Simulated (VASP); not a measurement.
Set up this calculation in VASP 6.6.1, as the native input.

| Item | Value |
| --- | --- |
| Task | relaxation of cell and atoms |
| Functional | PBEsol |
| Potentials or basis | VASP PAW PBE potentials, release 64 (Ir) |
| Cutoff | 600 eV |
| k mesh | 20 × 20 × 20 |
| Occupations | fermi-dirac, width 0.15 eV |
| Spin | no spin polarisation |
| Target pressure | 22 GPa |
| Dipole correction | no |
| Further INCAR settings | ALGO = Normal; EDIFF = 1e-06; IBRION = 2; EDIFFG = -0.001; NSW = 80; ISIF = 3 |

The structure of Ir lies in POSCAR:

```
Ir
1.0
    0.0000000000      1.8990587510      1.8990587510
    1.8990587510      0.0000000000      1.8990587510
    1.8990587510      1.8990587510      0.0000000000
Ir
1
Direct
    0.0000000000      0.0000000000      0.0000000000
```

One way to write it, as run:

INCAR

```
  PREC = Accurate
  ENCUT = 600
  EDIFF = 1E-6
  ISMEAR = -1
  SIGMA = 0.15
  LREAL = F
  LASPH = T
  NELM = 100
  ALGO = Normal
  ISIF = 3
  LWAVE = F
  LCHARG = F
  GGA = PS
  IBRION = 2
  NSW = 80
  EDIFFG = -0.001
  PSTRESS = 220.0
```

KPOINTS

```
Automatic mesh
0
Gamma
  20 20 20
```

Potentials or basis: VASP PAW PBE potentials, release 64 (Ir).

Run with:

```console
$ cat potpaw_PBE.64/Ir/POTCAR > POTCAR
$ mpirun -np 1 vasp_std > vasp.out
```

Results of the run:

The relaxed volume is 13.42 Å³/atom, the relaxed cell is a = 2.667 Å, b = 2.667 Å, c = 2.667 Å, α = 60.00°, β = 60.00°, γ = 60.00° and the space group after relaxing (to 0.05 Å) is Fm-3m (No. 225). The energy change on relaxing (the enthalpy is what falls) is +29.8 meV/atom and the ionic steps are 8. The pressure after relaxing is 22.0 GPa.

Caveat: the cell is relaxed towards a set pressure, so the enthalpy falls and the energy may rise; the PAW data sets were made with another functional, which shifts forces and pressure a little.

It took 40 s on 1 thread of Intel(R) Xeon(R) 6975P-C (Granite Rapids), with other jobs on the host, peak memory 0.18 GiB.
